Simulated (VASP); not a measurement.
# ScGa7N8 (Cm) in VASP: single point with LDA

Aim: the single point of ScGa7N8 with LDA.

All numbers are computed with VASP 6.6.1; they aren't measurements. Logs are shortened: lines on timing, memory, paths and dates and some standing lists are left out, and cuts for length are marked.

### 1 The cell of the first run

The structure is monoclinic, space group Cm (No. 8). Conventional cell: a = 10.338 Å, b = 6.378 Å, c = 7.565 Å, α = 90.00°, β = 133.05°, γ = 90.00°. Within 2.7 Å of Sc (site symmetry m) lie 4 N at 2.02 to 2.04 Å. Within 2.5 Å of Ga (site symmetry 1) lie 4 N at 1.91 to 1.95 Å. Within 2.5 Å of Ga (site symmetry m) lie 4 N at 1.92 to 1.96 Å. Within 2.6 Å of Ga (site symmetry 1) lie 4 N at 1.92 to 1.96 Å. Within 2.6 Å of Ga (site symmetry m) lie 4 N at 1.92 to 1.96 Å. Within 2.6 Å of Ga (site symmetry m) lie 4 N at 1.93 to 1.95 Å. N (site symmetry m) has 3 Ga at 1.93 Å and 1 Sc at 2.04 Å within 2.6 Å. N (site symmetry m) has 4 Ga at 1.96 Å within 2.6 Å.

### 2 Single point, LDA

INCAR

```
PREC = Accurate ; ENCUT = 520
EDIFF = 1E-7 ; ISMEAR = 0
SIGMA = 0.1 ; LREAL = Auto
LASPH = T ; NELM = 100
ALGO = Normal ; ISIF = 2
LWAVE = F ; LCHARG = F
NBANDS = 85
```

KPOINTS

```
Automatic mesh
0
Gamma
  4 4 4
```

POSCAR

```
ScGa7N8
1.0
    3.1888470123     -0.0023084640      5.1691760058
    3.1888470123      0.0023084640     -5.1691760058
   -3.1888470123      5.5285788116     -0.0024870779
Sc Ga N
1 7 8
Direct
    0.1659051992      0.1688668599      0.3347720591
    0.1686267171      0.1696051516      0.8336109980
    0.6656490576      0.6654845044      0.3311335620
    0.6640058464      0.6649842809      0.8336109980
    0.0845160410      0.5832515110      0.1643153924
    0.5810638814      0.0797993514      0.1643153924
    0.0824644225      0.5878797934      0.6703442159
    0.5868542286      0.0812584853      0.6681127139
    0.3639749787      0.9714443533      0.3354193320
    0.8565633159      0.4762723424      0.3328356582
    0.3557127012      0.9806993744      0.8329750113
    0.8522756369      0.4772623101      0.8329750113
    0.2757861308      0.4024945425      0.1588467865
    0.2737240258      0.4069943721      0.6807183978
    0.7563522439      0.8830606557      0.1588467865
    0.7745255730      0.8926421116      0.6671676846
```

Potentials or basis: VASP PAW LDA potentials, release 64 (Sc_sv, Ga_d, N).

Started as:

```sh
$ cat potpaw_LDA.64/Sc_sv/POTCAR potpaw_LDA.64/Ga_d/POTCAR potpaw_LDA.64/N/POTCAR > POTCAR
$ mpirun -np 1 vasp_std > vasp.out
```

OUTCAR:

```text
PREC = Accurate
   ENCUT = 520
   EDIFF = 1E-7
   ISMEAR = 0
   LREAL = Auto
   LASPH = T
   NELM = 100
   ISIF = 2

 ion  position               nearest neighbor table
   1  0.166  0.169  0.335-  13 2.02  15 2.02  14 2.03   9 2.04   5 3.17   6 3.17
   2  0.169  0.170  0.834-  13 1.91  14 1.92  11 1.94  16 1.95
   3  0.666  0.665  0.331-  15 1.92  13 1.92  16 1.96  10 1.96
   4  0.664  0.665  0.834-  15 1.91  14 1.92  12 1.94  16 1.95
   5  0.085  0.583  0.164-  13 1.92   9 1.93  12 1.94  10 1.96   1 3.17
   6  0.581  0.080  0.164-  15 1.92   9 1.93  11 1.94  10 1.96   1 3.17
   7  0.082  0.588  0.670-  14 1.92  11 1.94  12 1.94  10 1.96
   8  0.587  0.081  0.668-   9 1.93  16 1.95  11 1.95  12 1.95
   9  0.364  0.971  0.335-   5 1.93   6 1.93   8 1.93   1 2.04
  10  0.857  0.476  0.333-   7 1.96   5 1.96   6 1.96   3 1.96
  11  0.356  0.981  0.833-   7 1.94   2 1.94   6 1.94   8 1.95
  12  0.852  0.477  0.833-   7 1.94   4 1.94   5 1.94   8 1.95
  13  0.276  0.402  0.159-   2 1.91   3 1.92   5 1.92   1 2.02
  14  0.274  0.407  0.681-   4 1.92   2 1.92   7 1.92   1 2.03
  15  0.756  0.883  0.159-   4 1.91   3 1.92   6 1.92   1 2.02
  16  0.775  0.893  0.667-   8 1.95   4 1.95   2 1.95   3 1.96

  LATTYP: Found a base centered monoclinic cell.
 ALAT       =    10.3383530425
 B/A-ratio  =     0.6168965210
 C/A-ratio  =     0.7317740000
 COS(beta)  =    -0.6826159657

  Lattice vectors:

 A1 = (   3.1888470123,   0.0023084640,  -5.1691760058)
 A2 = (  -3.1888470123,   0.0023084640,  -5.1691760058)
 A3 = (   0.0000000000,   5.5262703476,   5.1666889279)

Analysis of symmetry for initial positions (statically):
=====================================================================
 Subroutine PRICEL returns:
 Original cell was already a primitive cell.

 Routine SETGRP: Setting up the symmetry group for a
 base centered monoclinic supercell.

 Subroutine GETGRP returns: Found  2 space group operations
 (whereof  2 operations were pure point group operations)
 out of a pool of  4 trial point group operations.

The static configuration has the point symmetry C_1h.

Analysis of symmetry for dynamics (positions and initial velocities):
=====================================================================
 Subroutine PRICEL returns:
 Original cell was already a primitive cell.

 Routine SETGRP: Setting up the symmetry group for a
 base centered monoclinic supercell.

 Subroutine GETGRP returns: Found  2 space group operations
 (whereof  2 operations were pure point group operations)
 out of a pool of  4 trial point group operations.

The dynamic configuration has the point symmetry C_1h.

 Subroutine INISYM returns: Found  2 space group operations
 (whereof  2 operations are pure point group operations),
 and found     1 'primitive' translations

----------------------------------------------------------------------------------------

                                     Primitive cell

  volume of cell :     182.2630

  direct lattice vectors                    reciprocal lattice vectors
     3.188847012 -0.002308464  5.169176006     0.156796484  0.090482687  0.096767623
     3.188847012  0.002308464 -5.169176006     0.156796484  0.090395660 -0.096686846
    -3.188847012  5.528578812 -0.002487078     0.000000000  0.180878348  0.000080777

  length of vectors
     6.073642332  6.073642332  6.382314246     0.205271106  0.205194686  0.180878366

  position of ions in fractional coordinates (direct lattice)
     0.165905199  0.168866860  0.334772059
     0.168626717  0.169605152  0.833610998
     0.665649058  0.665484504  0.331133562
     0.664005846  0.664984281  0.833610998
     0.084516041  0.583251511  0.164315392
     0.581063881  0.079799351  0.164315392
[... 8 lines left out ...]
     0.756352244  0.883060656  0.158846786
     0.774525573  0.892642112  0.667167685

  ion indices of the primitive-cell ions
   primitive index   ion index
                 1           1
                 2           2
                 3           3
                 4           4
                 5           5
                 6           6
[... 8 lines left out ...]
                15          15
                16          16

----------------------------------------------------------------------------------------

 KPOINTS: Automatic mesh

Automatic generation of k-mesh.
 Grid dimensions read from file:
 generate k-points for:    4    4    4

 Generating k-lattice:

  Cartesian coordinates                     Fractional coordinates (reciprocal lattice)
     0.039199121  0.022620672  0.024191906     0.250000000  0.000000000  0.000000000
     0.039199121  0.022598915 -0.024171712     0.000000000  0.250000000  0.000000000
     0.000000000  0.045219587  0.000020194    -0.000000000  0.000000000  0.250000000

  Length of vectors
     0.051317777  0.051298671  0.045219591

  Shift w.r.t. Gamma in fractional coordinates (k-lattice)
     0.000000000  0.000000000  0.000000000

 Subroutine IBZKPT returns following result:
 ===========================================

 Found     24 irreducible k-points:

 Following reciprocal coordinates:
            Coordinates               Weight
  0.000000  0.000000  0.000000      1.000000
  0.250000 -0.000000 -0.000000      4.000000
  0.500000 -0.000000 -0.000000      2.000000
 -0.000000  0.250000  0.000000      4.000000
  0.250000  0.250000  0.000000      4.000000
  0.500000  0.250000 -0.000000      4.000000
[... 16 lines left out ...]
 -0.250000  0.250000  0.500000      2.000000
  0.500000  0.500000  0.500000      1.000000
   k-points           NKPTS =     24   k-points in BZ     NKDIM =     24   number of bands    NBANDS=     85
   number of dos      NEDOS =    301   number of ions     NIONS =     16
   total plane-waves  NPLWV = 110592
   dimension x,y,z NGX =    48 NGY =   48 NGZ =   48
   dimension x,y,z NGXF=    96 NGYF=   96 NGZF=   96
   ions per type =               1   7   8
   NGX,Y,Z   is equivalent  to a cutoff of  13.14, 13.14, 12.50 a.u.
   NGXF,Y,Z  is equivalent  to a cutoff of  26.28, 26.28, 25.01 a.u.
 SYSTEM =  unknown system
   PREC   = accura    normal or accurate (medium, high low for compatibility)
   ISTART =      0    job   : 0-new  1-cont  2-samecut
   ICHARG =      2    charge: 1-file 2-atom 10-const
   ISPIN  =      1    spin polarized calculation?
   LNONCOLLINEAR =      F non collinear calculations
   LSORBIT =      F    spin-orbit coupling
   LASPH  =      T    aspherical Exc in radial PAW
   ENCUT  =  520.0 eV  38.22 Ry    6.18 a.u.  11.29 11.29 11.87*2*pi/ulx,y,z
   NELM   =    100;   NELMIN=  2; NELMDL= -5     # of ELM steps
   EDIFF  = 0.1E-06   stopping-criterion for ELM
   LREAL  =      T    real-space projection
   EDIFFG = 0.1E-05   stopping-criterion for IOM
   NSW    =      0    number of steps for IOM
   IBRION =     -1    ionic relax: 0-MD 1-quasi-New 2-CG
   NFREE  =      0    steps in history (QN), initial steepest desc. (CG)
   ISIF   =      2    stress and relaxation
   ISYM   =      2    0-nonsym 1-usesym 2-fastsym
   POTIM  = 0.5000    time-step for ionic-motion
   TEBEG  =    0.0;   TEEND  =   0.0 temperature during run
   PSTRESS=    0.0 pullay stress
   NELECT =     142.0000    total number of electrons
   NUPDOWN=      -1.0000    fix difference up-down
   EMIN   =  10.00;   EMAX   =-10.00  energy-range for DOS
   EFERMI =   0.00;   METHOD = LEGACY
   ISMEAR =     0;   SIGMA  =   0.10  broadening in eV -4-tet -1-fermi 0-gaus
   EFERMI_NEDOS =   21; number of points for ismear=-14 and -15
   IALGO  =     38    algorithm
   IMIX   =      4    mixing-type and parameters
     AMIX     =   0.40;   BMIX     =  1.00
     AMIX_MAG =   1.60;   BMIX_MAG =  1.00
  volume/ion in A,a.u.               =      11.39        76.87
  Fermi-wavevector in a.u.,A,eV,Ry     =   1.506392  2.846669 30.874590  2.269218
  Thomas-Fermi vector in A             =   2.617116
   LORBIT       =      0    0 simple, 1 ext, 2 COOP (PROOUT), +10 PAW based schemes
   GGA     = CA    functional components
   LHFCALC =     F    Hartree Fock is set to
   AEXX    =    0.0000 exact exchange contribution
   IVDW    =     0    specifies the selected vdW correction
   LEPSILON=     F    determine dielectric tensor
   LRPA    =     F    only Hartree local field effects (RPA)
 non-spin polarized calculation
 Gauss-broadening in eV      SIGMA  =   0.10
  energy-cutoff  :      520.00
  volume of cell :      182.26
 maximum number of plane-waves:      4949
 NGX is ok and might be reduce to    48
   NGX = 23   NGY = 23   NGZ = 23

 number of electron     142.0000018 magnetization

 Free energy of the ion-electron system (eV)
  ---------------------------------------------------
  ext. energy  EPLUGINS =         0.00000000
  ---------------------------------------------------
  free energy    TOTEN  =      -116.50423659 eV

  energy without entropy =     -116.50423659  energy(sigma->0) =     -116.50423659

 E-fermi :   5.3751     XC(G=0): -12.1168

 val. band max:        4.8254361468   @ k =   0.0000   0.0000   0.0000
 cond. band min:       7.2129756548   @ k =   0.0000   0.0000   0.0000
 fundamental gap:      2.3875395080
 Fermi energy:         5.3751217660

 k-point     1 :       0.0000    0.0000    0.0000
  band No.  band energies     occupation
      1     -41.4578      2.00000
      2     -20.6516      2.00000
      3     -20.6469      2.00000
      4     -20.6383      2.00000
      5     -10.6572      2.00000
      6      -9.8827      2.00000
[... 75 lines left out ...]
     82      11.6626      0.00000
     83      12.0005      0.00000

 k-point     2 :       0.2500   -0.0000   -0.0000
  band No.  band energies     occupation
      1     -41.4578      2.00000
      2     -20.6526      2.00000
      3     -20.6473      2.00000
      4     -20.6387      2.00000
      5     -10.4707      2.00000
      6      -9.8893      2.00000
[... 75 lines left out ...]
     82      11.6188      0.00000
     83      12.1527      0.00000
[... 1804 lines left out ...]
     82      11.7176      0.00000
     83      12.3422      0.00000

 k-point    24 :       0.5000    0.5000    0.5000
  band No.  band energies     occupation
      1     -41.4578      2.00000
      2     -20.6528      2.00000
      3     -20.6488      2.00000
      4     -20.6399      2.00000
      5     -10.0194      2.00000
      6      -9.9442      2.00000
[... 75 lines left out ...]
     82      12.0379      0.00000
     83      12.0885      0.00000
 [bands above 83 left out]

------------------------ aborting loop because EDIFF is reached ----------------------------------------

  FORCE on cell =-STRESS in cart. coord.  units (eV):
  Direction    XX          YY          ZZ          XY          YZ          ZX
  --------------------------------------------------------------------------------------
  -------------------------------------------------------------------------------------
  Total        1.0659018      1.0832835      1.2412755      0.0000000     -0.0057069      0.0000000
  in kB        9.3697796      9.5225730     10.9113965      0.0000000     -0.0501661      0.0000000
  external PRESSURE =       9.9345830 kB  Pullay stress =       0.0000000 kB

 VOLUME and BASIS-vectors are now :
 -----------------------------------------------------------------------------
  energy-cutoff  :      520.00
  volume of cell :      182.26
      direct lattice vectors                 reciprocal lattice vectors
     3.188847012 -0.002308464  5.169176006     0.156796484  0.090482687  0.096767623
     3.188847012  0.002308464 -5.169176006     0.156796484  0.090395660 -0.096686846
    -3.188847012  5.528578812 -0.002487078     0.000000000  0.180878348  0.000080777

 POSITION                                       TOTAL-FORCE (eV/Angst)
 -----------------------------------------------------------------------------------
     -0.00000      1.85082     -0.01614        -0.000000      0.000540     -0.033570
     -1.57969      4.60869     -0.00713        -0.006880     -0.005436     -0.002562
      3.18885      1.83070      0.00003        -0.000000      0.010811     -0.023030
      1.57969      4.60869     -0.00713         0.006880     -0.005436     -0.002562
      1.60543      0.90958     -2.57846        -0.001918      0.003840     -0.034683
      1.58342      0.90727      2.59072         0.001918      0.003840     -0.034683
[... 8 lines left out ...]
      4.72130      0.87849     -0.65537        -0.020323     -0.012229      0.017851
      3.18885      3.68876     -0.61222         0.000000     -0.004021      0.025441
 -----------------------------------------------------------------------------------
    total drift:                               -0.000001      0.000847      0.009512

  FREE ENERGIE OF THE ION-ELECTRON SYSTEM (eV)
  ---------------------------------------------------
  free  energy   TOTEN  =      -116.5042365894 eV

  energy  without entropy=     -116.5042365894  energy(sigma->0) =     -116.50423659
```

Run time: 28 min. Hardware: 1 thread of Oxide Virtual Turin-like, shared host; peak memory 0.38 GiB.

What came out:

| Quantity | Value |
| --- | --- |
| Free energy | -116.5042 eV |
| Pressure | 1.0 GPa |
| Largest force | 0.059 eV/Å |
| Band gap on the k mesh | 2.39 eV |

Forces in eV/Å, atoms in the order of the input:
```
Sc   0.000  0.001 -0.034
Ga  -0.007 -0.005 -0.003
Ga   0.000  0.011 -0.023
Ga   0.007 -0.005 -0.003
Ga  -0.002  0.004 -0.035
Ga   0.002  0.004 -0.035
Ga   0.000 -0.007 -0.023
Ga   0.000  0.000 -0.024
N    0.000  0.000  0.059
N    0.000  0.000  0.030
N    0.005 -0.001  0.011
N   -0.005 -0.001  0.011
N    0.020 -0.012  0.018
N    0.000  0.029  0.005
N   -0.020 -0.012  0.018
N    0.000 -0.004  0.025
```
